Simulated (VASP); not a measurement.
# CdTe (P4/mmm) in VASP: a series of runs

The runs below take CdTe through single point, relaxation of cell and atoms, with PBE.

Program: VASP 6.6.1. These are calculated values, not measurements. Logs are shortened: lines on timing, memory, paths and dates and some standing lists are left out, and cuts for length are marked.

### 1 The cell of the first run

Symmetry: P4/mmm, No. 123, tetragonal system. Conventional cell: a = 3.682 Å, b = 3.682 Å, c = 4.005 Å, α = 90.00°, β = 90.00°, γ = 90.00°. Cd (site symmetry 4/mmm) has 8 Te at 3.28 Å and 6 Cd at 3.68 to 4.01 Å within 4.3 Å. Te (site symmetry 4/mmm) has 8 Cd at 3.28 Å and 6 Te at 3.68 to 4.01 Å within 4.3 Å.

### 2 Single point, PBE

INCAR reads:

```
SYSTEM = CdTe
PREC = Accurate ; ENCUT = 520
EDIFF = 1E-6 ; ISMEAR = 0
SIGMA = 0.1 ; LREAL = .False.
LASPH = .True. ; NELM = 80
ALGO = Normal ; ISIF = 2
LWAVE = .False. ; LCHARG = .True.
GGA = PE ; LELF = .True.
LVHAR = .True. ; NBANDS = 16
```

KPOINTS reads:

```
regular mesh
0
Gamma
  16 16 14
  0 0 0
```

POSCAR reads:

```
CdTe
1.0
    3.6815406319      0.0000000000      0.0000000000
    0.0000000000      3.6815406319      0.0000000000
    0.0000000000      0.0000000000      4.0053781883
Cd Te
1 1
Direct
    0.5000000000      0.5000000000      0.5000000000
    0.0000000000      0.0000000000      0.0000000000
```

Potentials or basis: VASP PAW PBE potentials, release 64 (Cd, Te).

Launch:

```sh
> cat potpaw_PBE.64/Cd/POTCAR potpaw_PBE.64/Te/POTCAR > POTCAR
> mpirun -np 1 vasp_std > vasp.out
```

OUTCAR:

```text
SYSTEM = CdTe
   PREC = Accurate
   ENCUT = 520
   EDIFF = 1E-6
   ISMEAR = 0
   LREAL = .False.
   LASPH = .True.
   NELM = 80
   ISIF = 2
   GGA = PE

 ion  position               nearest neighbor table
   1  0.500  0.500  0.500-   2 3.28   2 3.28   2 3.28   2 3.28   2 3.28   2 3.28   2 3.28   2 3.28

   2  0.000  0.000  0.000-   1 3.28   1 3.28   1 3.28   1 3.28   1 3.28   1 3.28   1 3.28   1 3.28

  LATTYP: Found a simple tetragonal cell.
 ALAT       =     3.6815406319
 C/A-ratio  =     1.0879625105

  Lattice vectors:

 A1 = (   3.6815406319,   0.0000000000,   0.0000000000)
 A2 = (   0.0000000000,   3.6815406319,   0.0000000000)
 A3 = (   0.0000000000,   0.0000000000,   4.0053781883)

Analysis of symmetry for initial positions (statically):
=====================================================================
 Subroutine PRICEL returns:
 Original cell was already a primitive cell.

 Routine SETGRP: Setting up the symmetry group for a
 simple tetragonal supercell.

 Subroutine GETGRP returns: Found 16 space group operations
 (whereof 16 operations were pure point group operations)
 out of a pool of 16 trial point group operations.

The static configuration has the point symmetry D_4h.

Analysis of symmetry for dynamics (positions and initial velocities):
=====================================================================
 Subroutine PRICEL returns:
 Original cell was already a primitive cell.

 Routine SETGRP: Setting up the symmetry group for a
 simple tetragonal supercell.

 Subroutine GETGRP returns: Found 16 space group operations
 (whereof 16 operations were pure point group operations)
 out of a pool of 16 trial point group operations.

The dynamic configuration has the point symmetry D_4h.

 Subroutine INISYM returns: Found 16 space group operations
 (whereof 16 operations are pure point group operations),
 and found     1 'primitive' translations

----------------------------------------------------------------------------------------

                                     Primitive cell

  volume of cell :      54.2879

  direct lattice vectors                    reciprocal lattice vectors
     3.681540632  0.000000000  0.000000000     0.271625414  0.000000000  0.000000000
     0.000000000  3.681540632  0.000000000     0.000000000  0.271625414  0.000000000
     0.000000000  0.000000000  4.005378188     0.000000000  0.000000000  0.249664315

  length of vectors
     3.681540632  3.681540632  4.005378188     0.271625414  0.271625414  0.249664315

  position of ions in fractional coordinates (direct lattice)
     0.500000000  0.500000000  0.500000000
[... 80 lines left out ...]
   EDIFFG = 0.1E-04   stopping-criterion for IOM
   NSW    =      0    number of steps for IOM
   IBRION =     -1    ionic relax: 0-MD 1-quasi-New 2-CG
   NFREE  =      0    steps in history (QN), initial steepest desc. (CG)
   ISIF   =      2    stress and relaxation
   ISYM   =      2    0-nonsym 1-usesym 2-fastsym
   POTIM  = 0.5000    time-step for ionic-motion
   TEBEG  =    0.0;   TEEND  =   0.0 temperature during run
   PSTRESS=    0.0 pullay stress
   NELECT =      18.0000    total number of electrons
   NUPDOWN=      -1.0000    fix difference up-down
   EMIN   =  10.00;   EMAX   =-10.00  energy-range for DOS
   EFERMI =   0.00;   METHOD = LEGACY
   ISMEAR =     0;   SIGMA  =   0.10  broadening in eV -4-tet -1-fermi 0-gaus
   EFERMI_NEDOS =   21; number of points for ismear=-14 and -15
   IALGO  =     38    algorithm
   IMIX   =      4    mixing-type and parameters
     AMIX     =   0.40;   BMIX     =  1.00
     AMIX_MAG =   1.60;   BMIX_MAG =  1.00
  volume/ion in A,a.u.               =      27.14       183.18
  Fermi-wavevector in a.u.,A,eV,Ry     =   1.133091  2.141231 17.468452  1.283895
  Thomas-Fermi vector in A             =   2.269793
   LORBIT       =      0    0 simple, 1 ext, 2 COOP (PROOUT), +10 PAW based schemes
   GGA     = PE    functional components
   LHFCALC =     F    Hartree Fock is set to
   AEXX    =    0.0000 exact exchange contribution
   IVDW    =     0    specifies the selected vdW correction
   LEPSILON=     F    determine dielectric tensor
   LRPA    =     F    only Hartree local field effects (RPA)
 non-spin polarized calculation
 Gauss-broadening in eV      SIGMA  =   0.10
  energy-cutoff  :      520.00
  volume of cell :       54.29
 maximum number of plane-waves:      1484
 NGX is ok and might be reduce to    28
   NGX = 13   NGY = 13   NGZ = 15

 number of electron      18.0000006 magnetization

 Free energy of the ion-electron system (eV)
  ---------------------------------------------------
  ext. energy  EPLUGINS =         0.00000000
  ---------------------------------------------------
  free energy    TOTEN  =        -3.74082897 eV

  energy without entropy =       -3.73341771  energy(sigma->0) =       -3.73712334

 E-fermi :   4.7301     XC(G=0): -10.0750

 val. band max:        4.7280792129   @ k =   0.4375   0.1875   0.2857
 cond. band min:       4.7344046009   @ k =   0.1250   0.0625   0.3571
 fundamental gap:      0.0063253880
 Fermi energy:         4.7301280012

 k-point     1 :       0.0000    0.0000    0.0000
  band No.  band energies     occupation
      1      -7.4668      2.00000
      2      -3.8310      2.00000
      3      -3.7733      2.00000
      4      -3.5451      2.00000
      5      -3.5451      2.00000
      6      -3.5118      2.00000
[... 433 lines left out ...]
      3      -3.7219      2.00000
      4      -3.6381      2.00000
      5      -3.6226      2.00000
      6      -3.5519      2.00000
[... 8 lines left out ...]
     15      14.9489      0.00000
     16      16.0502      0.00000

 [... further k-points ...]

------------------------ aborting loop because EDIFF is reached ----------------------------------------

  FORCE on cell =-STRESS in cart. coord.  units (eV):
  Direction    XX          YY          ZZ          XY          YZ          ZX
  --------------------------------------------------------------------------------------
  -------------------------------------------------------------------------------------
  Total        0.0380720      0.0380720      0.0203630      0.0000000     -0.0000000      0.0000000
  in kB        1.1236037      1.1236037      0.6009649      0.0000000     -0.0000000      0.0000000
  external PRESSURE =       0.9493908 kB  Pullay stress =       0.0000000 kB

 VOLUME and BASIS-vectors are now :
 -----------------------------------------------------------------------------
  energy-cutoff  :      520.00
  volume of cell :       54.29
      direct lattice vectors                 reciprocal lattice vectors
     3.681540632  0.000000000  0.000000000     0.271625414  0.000000000  0.000000000
     0.000000000  3.681540632  0.000000000     0.000000000  0.271625414  0.000000000
     0.000000000  0.000000000  4.005378188     0.000000000  0.000000000  0.249664315

 POSITION                                       TOTAL-FORCE (eV/Angst)
 -----------------------------------------------------------------------------------
      1.84077      1.84077      2.00269         0.000000      0.000000      0.000000
      0.00000      0.00000      0.00000         0.000000      0.000000      0.000000
 -----------------------------------------------------------------------------------
    total drift:                                0.000000      0.000000      0.000000

  FREE ENERGIE OF THE ION-ELECTRON SYSTEM (eV)
  ---------------------------------------------------
  free  energy   TOTEN  =        -3.7408289688 eV

  energy  without entropy=       -3.7334177119  energy(sigma->0) =       -3.73712334
```

stdout:

```text
POSCAR found type information on POSCAR CdTe
 POSCAR found :  2 types and       2 ions
 scaLAPACK will be used
 LDA part: xc-table for (Slater+PW92), standard interpolation
 POSCAR, INCAR and KPOINTS ok, starting setup
 FFT: planning ... GRIDC
 FFT: planning ... GRID_SOFT
 FFT: planning ... GRID
 WAVECAR not read
 entering main loop
```

Run time: 2.6 min. Hardware: 1 thread of Intel Xeon Platinum 8375C at 2.90GHz (Ice Lake), shared host; peak memory 0.42 GiB.

Results:

| Quantity | Value |
| --- | --- |
| Free energy | -3.7408 eV |
| Pressure | 0.1 GPa |
| Band gap on the k mesh | zero (band 9 reaches 5.52 eV, above the bottom of band 10 at 3.55 eV) |

Caveat: spin-orbit coupling is left out, which moves the levels of the heavy elements.

### 3 Relaxation of cell and atoms, PBE

This run uses another cell than the first one, of 27.08 Å³/atom, 0.998 times its volume.

INCAR reads:

```
SYSTEM = CdTe
ALGO = Normal
EDIFF = 1E-6
EDIFFG = -0.01
ENCUT = 600
GGA = PE
IBRION = 2
ISIF = 3
ISMEAR = 0
LASPH = .True.
LCHARG = .False.
LREAL = .False.
LWAVE = .False.
NELM = 100
NSW = 100
PREC = Accurate
SIGMA = 0.1
```

KPOINTS reads:

```
k-points
0
Gamma
  16 16 14
  0 0 0
```

POSCAR reads:

```
CdTe
1.0
    3.6123031308      0.0000000000      0.0000000000
    0.0000000000      3.6123031308      0.0000000000
    0.0000000000      0.0000000000      4.1501007731
Cd Te
1 1
Direct
    0.5000000000      0.5000000000      0.5000000000
    0.0000000000      0.0000000000      0.0000000000
```

Potentials or basis: VASP PAW PBE potentials, release 64 (Cd, Te).

Launch:

```sh
> cat potpaw_PBE.64/Cd/POTCAR potpaw_PBE.64/Te/POTCAR > POTCAR
> mpirun -np 1 vasp_std > vasp.out
```

OUTCAR:

```text
SYSTEM = CdTe
   EDIFF = 1E-6
   EDIFFG = -0.01
   ENCUT = 600
   GGA = PE
   IBRION = 2
   ISIF = 3
   ISMEAR = 0
   LASPH = .True.
   LREAL = .False.
   NELM = 100
   NSW = 100
   PREC = Accurate

 ion  position               nearest neighbor table
   1  0.500  0.500  0.500-   2 3.29   2 3.29   2 3.29   2 3.29   2 3.29   2 3.29   2 3.29   2 3.29

   2  0.000  0.000  0.000-   1 3.29   1 3.29   1 3.29   1 3.29   1 3.29   1 3.29   1 3.29   1 3.29

  LATTYP: Found a simple tetragonal cell.
 ALAT       =     3.6123031308
 C/A-ratio  =     1.1488794331

  Lattice vectors:

 A1 = (   3.6123031308,   0.0000000000,   0.0000000000)
 A2 = (   0.0000000000,   3.6123031308,   0.0000000000)
 A3 = (   0.0000000000,   0.0000000000,   4.1501007731)

Analysis of symmetry for initial positions (statically):
=====================================================================
 Subroutine PRICEL returns:
[... 451 lines left out ...]
      8       3.4124      2.00000
      9       4.1729      2.00000
     10       4.1729      2.00000
     11       9.5089      0.00000
     12       9.9169      0.00000
     13      13.6719      0.00000
[... 354 lines left out ...]
  band No.  band energies     occupation
      1      -6.2954      2.00000
      2      -3.7321      2.00000
      3      -3.7273      2.00000
      4      -3.6425      2.00000
      5      -3.6273      2.00000
      6      -3.5570      2.00000
      7      -0.9049      2.00000
      8       4.2501      2.00000
      9       4.6337      1.80606
     10       7.0430      0.00000
     11       7.8917      0.00000
     12       9.3551      0.00000
     13      10.2925      0.00000

 [... further k-points ...]

------------------------ aborting loop because EDIFF is reached ----------------------------------------

  FORCE on cell =-STRESS in cart. coord.  units (eV):
  Direction    XX          YY          ZZ          XY          YZ          ZX
  --------------------------------------------------------------------------------------
  -------------------------------------------------------------------------------------
  Total        0.0186201      0.0186201     -0.0049853      0.0000000      0.0000000      0.0000000
  in kB        0.5492435      0.5492435     -0.1470547      0.0000000      0.0000000      0.0000000
  external PRESSURE =       0.3171441 kB  Pullay stress =       0.0000000 kB
[... 17 lines left out ...]
  FREE ENERGIE OF THE ION-ELECTRON SYSTEM (eV)
  ---------------------------------------------------
  free  energy   TOTEN  =        -3.7403693648 eV

  energy  without entropy=       -3.7329841651  energy(sigma->0) =       -3.73667676

 reached required accuracy - stopping structural energy minimisation
```

CONTCAR:

```text
CdTe
   1.00000000000000
     3.6809519120779246    0.0000000000000000    0.0000000000000000
     0.0000000000000000    3.6809519120779246   -0.0000000000000000
     0.0000000000000000    0.0000000000000001    4.0087250367566494
  Cd              Te
     1     1
Direct
     0.5000000000000000    0.5000000000000000    0.5000000000000000
     0.0000000000000000    0.0000000000000000    0.0000000000000000

  0.00000000E+00  0.00000000E+00  0.00000000E+00
  0.00000000E+00  0.00000000E+00  0.00000000E+00
```

Run time: 14 min. Hardware: 1 thread of Intel Xeon Platinum 8375C at 2.90GHz (Ice Lake), shared host; peak memory 0.48 GiB.

Results:

- Free energy: -3.7404 eV
- Relaxed volume: 27.16 Å³/atom
- Relaxed cell: a = 3.681 Å, b = 3.681 Å, c = 4.009 Å, α = 90.00°, β = 90.00°, γ = 90.00°
- Space group after relaxing (to 0.05 Å): P4/mmm (No. 123)
- Energy gained by relaxing: 6.4 meV/atom
- Ionic steps: 8
- Pressure after relaxing: 0.0 GPa
- Band gap on the k mesh: zero (band 9 reaches 5.51 eV, above the bottom of band 10 at 3.55 eV)

The path:
| step | energy change (eV) | largest force (eV/Å) | pressure (GPa) | volume (Å³) |
| --- | --- | --- | --- | --- |
| 1 | 0.0000 | 0.0000 | 0.29 | 54.15 |
| 2 | -0.0078 | 0.0000 | -0.05 | 54.54 |
| 3 | -0.0111 | 0.0000 | -0.43 | 54.96 |
| 4 | -0.0112 | 0.0000 | -0.52 | 55.02 |
| 5 | -0.0127 | 0.0000 | 0.10 | 54.25 |
| 6 | -0.0127 | 0.0000 | 0.05 | 54.31 |
| 7 | -0.0127 | 0.0000 | 0.06 | 54.29 |
| 8 | -0.0127 | 0.0000 | 0.03 | 54.32 |

Final structure:
```xyz
2
Lattice="3.6810 0.0000 0.0000 0.0000 3.6810 0.0000 0.0000 0.0000 4.0087" Properties=species:S:1:pos:R:3 pbc="T T T"
Cd    1.8405    1.8405    2.0044
Te    0.0000    0.0000    0.0000
```

Caveat: spin-orbit coupling is left out, which moves the levels of the heavy elements.
